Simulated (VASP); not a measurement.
Here is a VASP 6.6.1 calculation.

File POSCAR:

```
Os
1.0
    0.0000000000      1.9170571956      1.9170571956
    1.9170571956      0.0000000000      1.9170571956
    1.9170571956      1.9170571956      0.0000000000
Os
1
Direct
    0.0000000000      0.0000000000      0.0000000000
```

INCAR.step1

```
ALGO = Normal
EDIFF = 1E-4
ENCUT = 520
GGA = PE
ISMEAR = -1
LASPH = True
LCHARG = False
LREAL = False
LWAVE = True
NBANDS = 10
NELM = 100
PREC = Accurate
SIGMA = 0.05
```

INCAR.step2

```
ALGO = Normal
EDIFF = 1E-6
ENCUT = 520
ISIF = 2
ISMEAR = -1
ISTART = 1
LASPH = True
LCHARG = False
LMIXTAU = True
LREAL = False
LWAVE = False
METAGGA = R2SCAN
NBANDS = 10
NELM = 100
PREC = Accurate
SIGMA = 0.05
```

The input KPOINTS:

```
k-points
0
Gamma
  10 10 10
```

Potentials or basis: VASP PAW PBE potentials, release 64 (Os).

Command:

```sh
$ cat potpaw_PBE.64/Os/POTCAR > POTCAR
$ cp INCAR.step1 INCAR
$ mpirun -np 1 vasp_std > vasp.out
$ cp INCAR.step2 INCAR
$ mpirun -np 1 vasp_std > vasp.out
```

Q: Estimate the pressure.

A: 1.0 GPa.

Q: Predict the band gap on the k mesh.

A: Zero (band 4 reaches 11.49 eV, above the bottom of band 5 at 7.45 eV).

Caveat: the PAW data sets were made with another functional, which shifts forces and pressure a little; spin-orbit coupling is left out, which moves the levels of the heavy elements.
